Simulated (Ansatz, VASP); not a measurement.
## Two plane-wave programs on Ta2Si2Ge

```
Ta Si Ge
1.0
     2.97693   -0.00629    0.00092
     1.25357    2.71471    0.01226
     1.19191    0.71272   10.39136
Ta Si Ge
2 2 1
Direct
  0.41246 0.51332 0.70232
  0.52670 0.62662 0.29760
  0.92981 0.02941 0.11234
  0.00965 0.11088 0.88834
  0.12138 0.21977 0.49941
```

Change from the starting cell: the structure that the rattled cell fell into.

Alike in both runs: functional PBE; k mesh 6 × 6 × 2; occupations gaussian, width 0.1 eV; no spin polarisation.

Ansatz relaxed the structure, and its values are those at the end. VASP's run is a single point on that final structure, the one shown.

|  | VASP | Ansatz |
| --- | --- | --- |
| version | VASP 6.6.1 | Ansatz 0.2.0 |
| potentials or method | VASP PAW PBE potentials, release 64 (Ta_pv, Si, Ge_d), cutoff 520 eV | scalar-relativistic, plane waves, PAW |
| valence electrons in the cell | 44 | 48 |

VASP gave:

- gap on the k mesh at the Fermi level (eV): none
- pressure (GPa): 0.1
- rms of the force components (eV/Å): 0.011

Q: Estimate Ansatz's values.

A: gap on the k mesh at the Fermi level (eV): none; pressure (GPa): 0.0; rms of the force components (eV/Å): 0.014.

A gap of «none» marks a metal or a gap that the smearing closes. VASP's potentials hold 44 valence electrons a cell and Ansatz's 48, so a difference there can come from the potentials and not from the codes.

The k mesh is coarse, so the values compare programs but aren't converged. Spin-orbit coupling is off throughout.
